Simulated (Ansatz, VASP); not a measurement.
## Hf3TiO3: VASP beside Ansatz

Contents of INCAR:

```
SYSTEM = Hf3TiO3
ALGO     = Normal         ! electronic algorithm
EDIFF    = 1E-7           ! SCF threshold, eV
EDIFFG   = -0.08          ! ionic threshold
ENCUT    = 600            ! plane-wave cutoff, eV
GGA      = PE             ! functional
IBRION   = 2              ! ionic algorithm
ISIF     = 3              ! what is computed and relaxed
ISMEAR   = 0              ! smearing method
ISPIN    = 2              ! spin polarisation
LASPH    = .TRUE.         ! aspherical terms in the spheres
LCHARG   = .FALSE.        ! write CHGCAR
LMAXMIX  = 4              ! l up to which the mixer works
LORBIT   = 11             ! projections on sites
LREAL    = .FALSE.        ! projectors in reciprocal space
LWAVE    = .FALSE.        ! write WAVECAR
MAGMOM   = 0 0 0 1 0 0 0  ! initial moments
NELM     = 150            ! most SCF steps
NSW      = 36             ! ionic steps
PREC     = Accurate       ! precision mode
SIGMA    = 0.2            ! smearing width, eV
```

File KPOINTS:

```
k-points
0
G
  4 4 3
  0 0 0
```

The input POSCAR:

```
Hf3TiO3
1.0
    4.2736186600      0.0000000000      0.0000000000
    0.0000000000      4.2736186600      0.0000000000
    0.0000000000      0.0000000000      5.7044160200
Hf Ti O
3 1 3
Direct
    0.5000000000      0.0000000000      0.4247246800
    0.0000000000      0.5000000000      0.4247246800
    0.5000000000      0.5000000000      0.1219714400
    0.0000000000      0.0000000000      0.9325194000
    0.0000000000      0.0000000000      0.4130585400
    0.5000000000      0.0000000000      0.7971826800
    0.0000000000      0.5000000000      0.7971826800
```

Input for Ansatz:

```yaml
crystal:
  lattice:
    - [4.27361866, 0.0, 0.0]
    - [0.0, 4.27361866, 0.0]
    - [0.0, 0.0, 5.70441602]
  atoms:
    - { symbol: Hf, position: [0.5, 0.0, 0.42472468] }
    - { symbol: Hf, position: [0.0, 0.5, 0.42472468] }
    - { symbol: Hf, position: [0.5, 0.5, 0.12197144] }
    - { symbol: Ti, position: [0.0, 0.0, 0.9325194], spin: 1.0 }
    - { symbol: O, position: [0.0, 0.0, 0.41305854] }
    - { symbol: O, position: [0.5, 0.0, 0.79718268] }
    - { symbol: O, position: [0.0, 0.5, 0.79718268] }
basis:
  ecutwfc: 420
kpoints:
  mp_grid: { grid: [4, 4, 3] }
hamiltonian:
  xc: pbe
scf:
  occupations: { method: gaussian, width: 0.2 }
  lower_state_search: "off"
output:
  forces: true
  stress: true
  eigenvalues: true
  populations: true
magnetization:
  spin_polarized: true
relax:
  adjacent_minimum: "off"
  f_tol: 0.08
  max_steps: 16
  cell: { stress_tol: 0.8 }
```

Alike in both runs: task relaxation of cell and atoms; functional PBE; k mesh 4 × 4 × 3; occupations gaussian, width 0.2 eV; collinear spin.

|  | VASP | Ansatz |
| --- | --- | --- |
| version | VASP 6.6.1 | Ansatz 0.2.0 |
| potentials or method | VASP PAW PBE potentials, release 64 (Hf_pv, Ti_sv, O), cutoff 600 eV | scalar-relativistic, plane waves, PAW |
| valence electrons in the cell | 60 | 108 |

|  | VASP | Ansatz | Ansatz less VASP |
| --- | --- | --- | --- |
| gap on the k mesh at the Fermi level, each at its own relaxed structure (eV) | none | none | - |
| net moment per atom (μB) | 0.00 | 0.00 | 0.000 |
| relaxed volume (Å³/atom) | 13.34 | 13.50 | +0.154 |
| relaxed length of the cell vector where the two differ most in proportion (Å) | 5.127 | 5.166 | +0.0388 |

A gap of «none» marks a metal or a gap that the smearing closes. VASP's potentials hold 60 valence electrons a cell and Ansatz's 108, so a difference there can come from the potentials and not from the codes. Ansatz's warnings: seeded moment not kept.

The k mesh is coarse, so the values compare programs but aren't converged. Spin-orbit coupling is off throughout.
